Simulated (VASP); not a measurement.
# Ni2N (P6/mmm) in VASP: notebook

Ni2N is run at these levels: PBE; tasks: single point, relaxation of cell and atoms.

All numbers are computed with VASP 6.6.1; they aren't measurements. Logs are shortened: lines on timing, memory, paths and dates and some standing lists are left out, and cuts for length are marked.

## (1) The cell of the first run

Symmetry: P6/mmm, No. 191, hexagonal system. The conventional cell has a = 3.818 Å, b = 3.818 Å, c = 2.446 Å, α = 90.00°, β = 90.00°, γ = 120.00°. Ni (site symmetry -6m2) has 5 Ni at 2.20 to 2.45 Å and 6 N at 2.52 Å within 2.9 Å. Within 3.2 Å of N (site symmetry 6/mmm) lie 2 N at 2.45 Å and 12 Ni at 2.52 Å.

## (2) Single point, PBE, collinear spin, ferromagnetic start

INCAR

```
SYSTEM = Ni2N
PREC     = Accurate       ! precision mode
ENCUT    = 600            ! plane-wave cutoff, eV
EDIFF    = 1E-6           ! SCF threshold, eV
ISMEAR   = 0              ! smearing method
SIGMA    = 0.1            ! smearing width, eV
LREAL    = .False.        ! projectors in reciprocal space
LASPH    = .True.         ! aspherical terms in the spheres
NELM     = 200            ! most SCF steps
ALGO     = Normal         ! electronic algorithm
ISIF     = 2              ! what is computed and relaxed
LWAVE    = .False.        ! write WAVECAR
LCHARG   = .False.        ! write CHGCAR
ISPIN    = 2              ! spin polarisation
MAGMOM   = 2 2 0          ! initial moments
LORBIT   = 11             ! projections on sites
LMAXMIX  = 4              ! l up to which the mixer works
GGA      = PE             ! functional
NBANDS   = 24             ! bands
GGA_COMPAT= .False.
```

KPOINTS

```
Automatic mesh
0
Gamma
  6 6 8
  0 0 0
```

POSCAR

```
Ni2N
1.0
    3.8179817869      0.0000000000      0.0000000000
   -1.9089908935      3.3064692187      0.0000000000
    0.0000000000      0.0000000000      2.4462806722
Ni N
2 1
Direct
    0.3333333333      0.6666666667      0.5000000000
    0.6666666667      0.3333333333      0.5000000000
    0.0000000000      0.0000000000      0.0000000000
```

Potentials or basis: VASP PAW PBE potentials, release 64 (Ni, N).

Command:

```bash
$ cat potpaw_PBE.64/Ni/POTCAR potpaw_PBE.64/N/POTCAR > POTCAR
$ mpirun -np 1 vasp_std > vasp.out
```

OUTCAR:

```text
SYSTEM = Ni2N
   PREC = Accurate
   ENCUT = 600
   EDIFF = 1E-6
   ISMEAR = 0
   LREAL = .False.
   LASPH = .True.
   NELM = 200
   ISIF = 2
   ISPIN = 2
   LORBIT = 11
   GGA = PE

 ion  position               nearest neighbor table
   1  0.333  0.667  0.500-   2 2.20   2 2.20   2 2.20
   2  0.667  0.333  0.500-   1 2.20   1 2.20   1 2.20
   3  0.000  0.000  0.000-

  LATTYP: Found a hexagonal cell.
 ALAT       =     3.8179817869
 C/A-ratio  =     0.6407261241

  Lattice vectors:

 A1 = (   3.8179817869,   0.0000000000,   0.0000000000)
 A2 = (  -1.9089908935,   3.3064692187,   0.0000000000)
 A3 = (   0.0000000000,   0.0000000000,   2.4462806722)

Analysis of symmetry for initial positions (statically):
=====================================================================
 Subroutine PRICEL returns:
 Original cell was already a primitive cell.

 Routine SETGRP: Setting up the symmetry group for a
 hexagonal supercell.

 Subroutine GETGRP returns: Found 24 space group operations
 (whereof 24 operations were pure point group operations)
 out of a pool of 24 trial point group operations.

The static configuration has the point symmetry D_6h.

Analysis of symmetry for dynamics (positions and initial velocities):
=====================================================================
 Subroutine PRICEL returns:
 Original cell was already a primitive cell.

 Routine SETGRP: Setting up the symmetry group for a
 hexagonal supercell.

 Subroutine GETGRP returns: Found 24 space group operations
 (whereof 24 operations were pure point group operations)
 out of a pool of 24 trial point group operations.

The dynamic configuration has the point symmetry D_6h.

Analysis of structural, dynamic, and magnetic symmetry:
=====================================================================
 Subroutine PRICEL returns:
 Original cell was already a primitive cell.

 Routine SETGRP: Setting up the symmetry group for a
 hexagonal supercell.

 Subroutine GETGRP returns: Found 24 space group operations
 (whereof 24 operations were pure point group operations)
 out of a pool of 24 trial point group operations.

The overall configuration has the point symmetry D_6h.

 Subroutine INISYM returns: Found 24 space group operations
 (whereof 24 operations are pure point group operations),
 and found     1 'primitive' translations

----------------------------------------------------------------------------------------

                                     Primitive cell

  volume of cell :      30.8819

  direct lattice vectors                    reciprocal lattice vectors
     3.817981787  0.000000000  0.000000000     0.261918484  0.151218707  0.000000000
    -1.908990893  3.306469219  0.000000000     0.000000000  0.302437414  0.000000000
     0.000000000  0.000000000  2.446280672     0.000000000  0.000000000  0.408783837

  length of vectors
     3.817981787  3.817981787  2.446280672     0.302437414  0.302437414  0.408783837

  position of ions in fractional coordinates (direct lattice)
     0.333333333  0.666666667  0.500000000
     0.666666667  0.333333333  0.500000000
     0.000000000  0.000000000  0.000000000

  ion indices of the primitive-cell ions
   primitive index   ion index
                 1           1
                 2           2
                 3           3

----------------------------------------------------------------------------------------

 KPOINTS: Automatic mesh

Automatic generation of k-mesh.
 Grid dimensions read from file:
 generate k-points for:    6    6    8

 Generating k-lattice:

  Cartesian coordinates                     Fractional coordinates (reciprocal lattice)
     0.043653081  0.025203118  0.000000000     0.166666667  0.000000000  0.000000000
     0.000000000  0.050406236  0.000000000     0.000000000  0.166666667  0.000000000
     0.000000000  0.000000000  0.051097980     0.000000000  0.000000000  0.125000000

  Length of vectors
     0.050406236  0.050406236  0.051097980

  Shift w.r.t. Gamma in fractional coordinates (k-lattice)
     0.000000000  0.000000000  0.000000000

 Subroutine IBZKPT returns following result:
 ===========================================

 Found     35 irreducible k-points:

 Following reciprocal coordinates:
            Coordinates               Weight
  0.000000  0.000000  0.000000      1.000000
  0.166667  0.000000  0.000000      6.000000
  0.333333  0.000000  0.000000      6.000000
  0.500000  0.000000  0.000000      3.000000
  0.166667  0.166667  0.000000      6.000000
  0.333333  0.166667  0.000000     12.000000
[... 16 lines left out ...]
  0.166667  0.000000  0.375000     12.000000
  0.333333  0.000000  0.375000     12.000000
 [... further k-points ...]
   k-points           NKPTS =     35   k-points in BZ     NKDIM =     35   number of bands    NBANDS=     24
   number of dos      NEDOS =    301   number of ions     NIONS =      3
   total plane-waves  NPLWV =  20480
   dimension x,y,z NGX =    32 NGY =   32 NGZ =   20
   dimension x,y,z NGXF=    64 NGYF=   64 NGZF=   40
   ions per type =               2   1
   NGX,Y,Z   is equivalent  to a cutoff of  13.93, 13.93, 13.59 a.u.
   NGXF,Y,Z  is equivalent  to a cutoff of  27.87, 27.87, 27.18 a.u.
 SYSTEM =  Ni2N
   PREC   = accura    normal or accurate (medium, high low for compatibility)
   ISTART =      0    job   : 0-new  1-cont  2-samecut
   ICHARG =      2    charge: 1-file 2-atom 10-const
   ISPIN  =      2    spin polarized calculation?
   LNONCOLLINEAR =      F non collinear calculations
   LSORBIT =      F    spin-orbit coupling
   LASPH  =      T    aspherical Exc in radial PAW
   ENCUT  =  600.0 eV  44.10 Ry    6.64 a.u.   7.63  7.63  4.89*2*pi/ulx,y,z
   NELM   =    200;   NELMIN=  2; NELMDL= -5     # of ELM steps
   EDIFF  = 0.1E-05   stopping-criterion for ELM
   LREAL  =      F    real-space projection
   EDIFFG = 0.1E-04   stopping-criterion for IOM
   NSW    =      0    number of steps for IOM
   IBRION =     -1    ionic relax: 0-MD 1-quasi-New 2-CG
   NFREE  =      0    steps in history (QN), initial steepest desc. (CG)
   ISIF   =      2    stress and relaxation
   ISYM   =      2    0-nonsym 1-usesym 2-fastsym
   POTIM  = 0.5000    time-step for ionic-motion
   TEBEG  =    0.0;   TEEND  =   0.0 temperature during run
   PSTRESS=    0.0 pullay stress
   NELECT =      25.0000    total number of electrons
   NUPDOWN=      -1.0000    fix difference up-down
   EMIN   =  10.00;   EMAX   =-10.00  energy-range for DOS
   EFERMI =   0.00;   METHOD = LEGACY
   ISMEAR =     0;   SIGMA  =   0.10  broadening in eV -4-tet -1-fermi 0-gaus
   EFERMI_NEDOS =   21; number of points for ismear=-14 and -15
   IALGO  =     38    algorithm
   IMIX   =      4    mixing-type and parameters
     AMIX     =   0.40;   BMIX     =  1.00
     AMIX_MAG =   1.60;   BMIX_MAG =  1.00
  volume/ion in A,a.u.               =      10.29        69.47
  Fermi-wavevector in a.u.,A,eV,Ry     =   1.525761  2.883271 31.673654  2.327948
  Thomas-Fermi vector in A             =   2.633887
   LORBIT       =     11    0 simple, 1 ext, 2 COOP (PROOUT), +10 PAW based schemes
   GGA     = PE    functional components
   LHFCALC =     F    Hartree Fock is set to
   AEXX    =    0.0000 exact exchange contribution
   IVDW    =     0    specifies the selected vdW correction
   LEPSILON=     F    determine dielectric tensor
   LRPA    =     F    only Hartree local field effects (RPA)
 spin polarized calculation
 Gauss-broadening in eV      SIGMA  =   0.10
  energy-cutoff  :      600.00
  volume of cell :       30.88
 maximum number of plane-waves:      1078
 NGX is ok and might be reduce to    32
   NGX = 15   NGY = 15   NGZ =  9

 number of electron      25.0000004 magnetization       1.9659162

 Free energy of the ion-electron system (eV)
  ---------------------------------------------------
  ext. energy  EPLUGINS =         0.00000000
  ---------------------------------------------------
  free energy    TOTEN  =       -14.64896513 eV

  energy without entropy =      -14.63163451  energy(sigma->0) =      -14.64029982

 E-fermi :   7.8470     XC(G=0): -12.7022

 val. band max:        7.8438683727   @ k =   0.3333   0.1667   0.5000
 cond. band min:       7.8476840532   @ k =   0.3333   0.1667   0.1250
 fundamental gap:      0.0038156805
 Fermi energy:         7.8469821428

 spin component 1

 k-point     1 :       0.0000    0.0000    0.0000
  band No.  band energies     occupation
      1      -7.5283      1.00000
      2       2.9709      1.00000
      3       2.9709      1.00000
      4       3.7477      1.00000
      5       4.8960      1.00000
      6       4.8960      1.00000
[... 16 lines left out ...]
     23      36.0784      0.00000
     24      36.0794      0.00000

 k-point     2 :       0.1667    0.0000    0.0000
  band No.  band energies     occupation
      1      -7.3899      1.00000
      2       1.9731      1.00000
      3       3.0831      1.00000
      4       4.0005      1.00000
      5       4.7266      1.00000
      6       4.8342      1.00000
[... 16 lines left out ...]
     23      33.9804      0.00000
     24      34.1355      0.00000

 k-point     3 :       0.3333    0.0000    0.0000
  band No.  band energies     occupation
      1      -7.0929      1.00000
      2       0.9742      1.00000
      3       3.3339      1.00000
      4       4.1441      1.00000
      5       4.2728      1.00000
      6       4.7282      1.00000
[... 16 lines left out ...]
     23      30.6928      0.00000
     24      31.3522      0.00000
[... 514 lines left out ...]
 k-point    23 :       0.1667    0.0000    0.3750
  band No.  band energies     occupation
      1      -5.5310      1.00000
      2       2.2391      1.00000
      3       3.7251      1.00000
      4       3.7703      1.00000
      5       4.5619      1.00000
      6       4.7108      1.00000
[... 16 lines left out ...]
     23      25.7338      0.00000
     24      30.1567      0.00000

 k-point    24 :       0.3333    0.0000    0.3750
  band No.  band energies     occupation
      1      -5.3980      1.00000
      2       2.6801      1.00000
      3       3.2303      1.00000
      4       3.3035      1.00000
      5       4.3837      1.00000
      6       4.5769      1.00000
[... 16 lines left out ...]
     23      27.4915      0.00000
     24      29.3612      0.00000

 [... further k-points ...]

 spin component 2

 k-point     1 :       0.0000    0.0000    0.0000
  band No.  band energies     occupation
      1      -7.1909      1.00000
      2       3.4852      1.00000
      3       3.4852      1.00000
      4       4.3444      1.00000
      5       5.6845      1.00000
      6       5.7486      1.00000
[... 16 lines left out ...]
     23      36.1949      0.00000
     24      36.1949      0.00000

 k-point     2 :       0.1667    0.0000    0.0000
  band No.  band energies     occupation
      1      -7.0432      1.00000
      2       2.3003      1.00000
      3       3.5880      1.00000
      4       4.8533      1.00000
      5       5.4927      1.00000
      6       5.6534      1.00000
[... 16 lines left out ...]
     23      33.9923      0.00000
     24      34.2010      0.00000

 k-point     3 :       0.3333    0.0000    0.0000
  band No.  band energies     occupation
      1      -6.7230      1.00000
      2       1.1869      1.00000
      3       3.8165      1.00000
      4       4.8401      1.00000
      5       5.1442      1.00000
      6       5.4708      1.00000
[... 16 lines left out ...]
     23      30.7796      0.00000
     24      31.5005      0.00000
[... 514 lines left out ...]
 k-point    23 :       0.1667    0.0000    0.3750
  band No.  band energies     occupation
      1      -5.1301      1.00000
      2       2.5907      1.00000
      3       4.1876      1.00000
      4       4.2563      1.00000
      5       5.3067      1.00000
      6       5.5112      1.00000
[... 16 lines left out ...]
     23      25.8992      0.00000
     24      30.3154      0.00000

 k-point    24 :       0.3333    0.0000    0.3750
  band No.  band energies     occupation
      1      -4.9830      1.00000
      2       3.0200      1.00000
      3       3.6132      1.00000
      4       3.7526      1.00000
      5       5.1302      1.00000
      6       5.4806      1.00000
[... 16 lines left out ...]
     23      27.6404      0.00000
     24      29.4992      0.00000

 [... further k-points ...]
[... 5 lines left out ...]
  --------------------------------------------------------------------------------------
  -------------------------------------------------------------------------------------
  Total       -0.0727563     -0.0727563     -0.0985634      0.0000000     -0.0000000     -0.0000000
  in kB       -3.7746493     -3.7746493     -5.1135379      0.0000000     -0.0000000     -0.0000000
  external PRESSURE =      -4.2209455 kB  Pullay stress =       0.0000000 kB

 VOLUME and BASIS-vectors are now :
 -----------------------------------------------------------------------------
  energy-cutoff  :      600.00
  volume of cell :       30.88
      direct lattice vectors                 reciprocal lattice vectors
     3.817981787  0.000000000  0.000000000     0.261918484  0.151218707  0.000000000
    -1.908990893  3.306469219  0.000000000     0.000000000  0.302437414  0.000000000
     0.000000000  0.000000000  2.446280672     0.000000000  0.000000000  0.408783837

 POSITION                                       TOTAL-FORCE (eV/Angst)
 -----------------------------------------------------------------------------------
     -0.00000      2.20431      1.22314         0.000000      0.000000      0.000000
      1.90899      1.10216      1.22314        -0.000000      0.000000      0.000000
      0.00000      0.00000      0.00000        -0.000000      0.000000      0.000000
 -----------------------------------------------------------------------------------
    total drift:                               -0.000000      0.000000     -0.000000

  FREE ENERGIE OF THE ION-ELECTRON SYSTEM (eV)
  ---------------------------------------------------
  free  energy   TOTEN  =       -14.6489651327 eV

  energy  without entropy=      -14.6316345126  energy(sigma->0) =      -14.64029982

 total charge

# of ion       s       p       d       tot
------------------------------------------
    1        0.456   0.399   8.382   9.237
    2        0.456   0.399   8.382   9.237
    3        1.360   1.999   0.000   3.359
--------------------------------------------------
tot          2.271   2.797  16.764  21.832

 magnetization (x)

# of ion       s       p       d       tot
------------------------------------------
    1       -0.012  -0.009   0.862   0.841
    2       -0.012  -0.009   0.862   0.841
    3        0.007   0.211   0.000   0.218
--------------------------------------------------
tot         -0.016   0.193   1.723   1.901
```

It took 89 s on 1 thread of AMD EPYC 7R43 (Zen 3), shared host; peak memory 0.16 GiB.

What came out:

| Property | Result |
| --- | --- |
| Free energy | -14.6490 eV |
| Pressure | -0.4 GPa |
| Net moment | 1.97 μB per cell |
| Site moments | Ni +0.84; N +0.22 μB |
| Valence electrons inside the program's atomic spheres | Ni 9.24; N 3.36 |

With open d or f shells a metallic result of PBE can be an artefact of self-interaction; +U or a hybrid may open a gap.

## (3) Relaxation of cell and atoms, PBE, collinear spin, ferromagnetic start

This run uses another cell than the first one, of 8.88 Å³/atom, 0.863 times its volume.

INCAR

```
SYSTEM = Ni2N
ALGO     = Normal         ! electronic algorithm
EDIFF    = 1E-7           ! SCF threshold, eV
EDIFFG   = -0.04          ! ionic threshold
ENCUT    = 600            ! plane-wave cutoff, eV
GGA      = PE             ! functional
GGA_COMPAT= .False.      
IBRION   = 2              ! ionic algorithm
ISIF     = 3              ! what is computed and relaxed
ISMEAR   = 0              ! smearing method
ISPIN    = 2              ! spin polarisation
LASPH    = .True.         ! aspherical terms in the spheres
LCHARG   = .False.        ! write CHGCAR
LMAXMIX  = 4              ! l up to which the mixer works
LORBIT   = 11             ! projections on sites
LREAL    = .False.        ! projectors in reciprocal space
LWAVE    = .False.        ! write WAVECAR
MAGMOM   = 2 2 0          ! initial moments
NELM     = 200            ! most SCF steps
NELMIN   = 4            
NSW      = 90             ! ionic steps
PREC     = Accurate       ! precision mode
SIGMA    = 0.1            ! smearing width, eV
```

KPOINTS

```
k-points
0
Gamma
  6 6 8
  0 0 0
```

POSCAR

```
Ni2N
1.0
    3.5227024000      0.0000000000      0.0000000000
   -1.7613512000      3.0507497700      0.0000000000
    0.0000000000      0.0000000000      2.4792418400
Ni N
2 1
Direct
    0.3333333300      0.6666666700      0.5000000000
    0.6666666700      0.3333333300      0.5000000000
    0.0000000000      0.0000000000      0.0000000000
```

Potentials or basis: VASP PAW PBE potentials, release 64 (Ni, N).

Command:

```bash
$ cat potpaw_PBE.64/Ni/POTCAR potpaw_PBE.64/N/POTCAR > POTCAR
$ mpirun -np 1 vasp_std > vasp.out
```

Run time: 6.9 min. Hardware: 1 thread of AMD EPYC 7R43 (Zen 3), shared host; peak memory 0.14 GiB.

It converged, with:

| Item | Value |
| --- | --- |
| Free energy | -14.5012 eV |
| Relaxed volume | 10.17 Å³/atom |
| Relaxed cell | a = 3.805 Å, b = 3.805 Å, c = 2.433 Å, α = 90.00°, β = 90.00°, γ = 120.00° |
| Space group after relaxing (to 0.05 Å) | P6/mmm (No. 191) |
| Energy gained by relaxing | 163.9 meV/atom |
| Ionic steps | 10 |
| Pressure after relaxing | -0.4 GPa |
| Net moment | 0.00 μB per cell |
| Valence electrons inside the program's atomic spheres | Ni 9.27; N 3.36 |

Stress tensor (GPa, compression positive):
```
-0.40  0.00  0.00
 0.00 -0.40  0.00
 0.00  0.00 -0.31
```

The path:
```
step  energy change (eV)  largest force (eV/Å)  pressure (GPa)  volume (Å³)
   1              0.0000                0.0000           38.91        26.64
   2             -0.1217                0.0000          -19.25        35.74
   3             -0.4621                0.0000           -0.70        30.77
   4             -0.4633                0.0000           -2.39        31.08
   5             -0.4633                0.0000           -1.84        30.99
   6             -0.4876                0.0000           -0.31        30.58
   7             -0.4915                0.0000            0.44        30.37
   8             -0.4916                0.0000            0.62        30.34
   9             -0.4916                0.0000            0.59        30.35
  10             -0.4917                0.0000           -0.37        30.51
```

Final structure:
```yaml
crystal:
  lattice:
    - [3.80481, 0.00000, 0.00000]
    - [-1.90241, 3.29506, 0.00000]
    - [0.00000, 0.00000, 2.43337]
  atoms:
    - { symbol: Ni, position: [0.33333, 0.66667, 0.50000] }
    - { symbol: Ni, position: [0.66667, 0.33333, 0.50000] }
    - { symbol: N, position: [0.00000, 0.00000, 0.00000] }
```

Levels at points of the mesh, in eV from the Fermi level:
Spin up:
| k point | band 8 | band 9 | band 10 | band 11 | band 12 | band 13 | band 14 | band 15 | band 16 | band 17 |
| --- | --- | --- | --- | --- | --- | --- | --- | --- | --- | --- |
| (0.00, 0.00, 0.00) | -2.30 | -1.26 | -1.26 | -0.29 | -0.29 | 0.52 | 0.52 | 1.09 | 5.58 | 5.58 |
| (0.50, 0.00, 0.00) | -1.40 | -1.39 | -0.61 | -0.54 | -0.52 | -0.14 | 1.55 | 1.58 | 4.34 | 8.23 |
| (0.00, 0.00, 0.50) | -2.01 | -1.86 | -1.86 | -0.67 | 0.51 | 0.62 | 0.62 | 2.19 | 5.80 | 11.10 |
| (0.50, 0.00, 0.50) | -2.41 | -0.95 | -0.46 | -0.41 | 0.13 | 0.37 | 0.40 | 4.49 | 6.00 | 6.86 |
Spin down:
| k point | band 10 | band 11 | band 12 | band 13 | band 14 | band 15 |
| --- | --- | --- | --- | --- | --- | --- |
| (0.00, 0.00, 0.00) | -1.26 | -0.29 | -0.29 | 0.52 | 0.52 | 1.09 |
| (0.50, 0.00, 0.00) | -0.61 | -0.54 | -0.52 | -0.14 | 1.55 | 1.58 |
| (0.00, 0.00, 0.50) | -1.86 | -0.67 | 0.51 | 0.62 | 0.62 | 2.19 |
| (0.50, 0.00, 0.50) | -0.46 | -0.41 | 0.13 | 0.37 | 0.40 | 4.49 |

Caveat: the starting moments collapsed, and a magnetic state may lie lower.
